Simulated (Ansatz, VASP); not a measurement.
## One calculation of Os, two programs

```
Os
1.0
     2.73410    0.00000    0.00000
    -1.36705    2.36780    0.00000
     0.00000    0.00000    4.31970
Os
2
Direct
  0.23333 0.61667 0.17500
  0.76667 0.38333 0.82500
```

Change from the starting cell: shortest bond scaled by 0.7, PAW files.

Alike in both runs: task electric field gradients; functional r2SCAN; k mesh 13 × 13 × 7; occupations fermi-dirac, width 0.05 eV; no spin polarisation.

```csv
,VASP,Ansatz
version,VASP 6.6.1,Ansatz 0.2.0
potentials or method,"VASP PAW PBE potentials, release 64 (Os)","PAW with Ansatz's default frozen-core files, scalar-relativistic"
plane-wave cutoff (eV),520,500
valence electrons in the cell,16,32
```

```tsv
	VASP	Ansatz	Ansatz less VASP
pressure (GPa)	144.2	153.8	+9.63
traceless stress, the component that is largest in VASP (GPa)	75.36	94.30	+18.941
rms of the force components (eV/Å)	14.674	16.888	+2.2136
size of Vzz on the site where it differs most (V/Å²)	290.7	436.1	+145.42
```

VASP's potentials were made for PBE, not for r2SCAN. Atom by atom the forces differ by 2.275 eV/Å (rms over components). Both programs put the cell under a high pressure, so it lies far from rest at this level. With one functional, cell and mesh, what is left measures potentials, basis and numerics. VASP's potentials hold 16 valence electrons a cell and Ansatz's 32, so a difference there can come from the potentials and not from the codes.

Spin-orbit coupling is off throughout. Noted on VASP's run: the cell as given lies far from equilibrium.
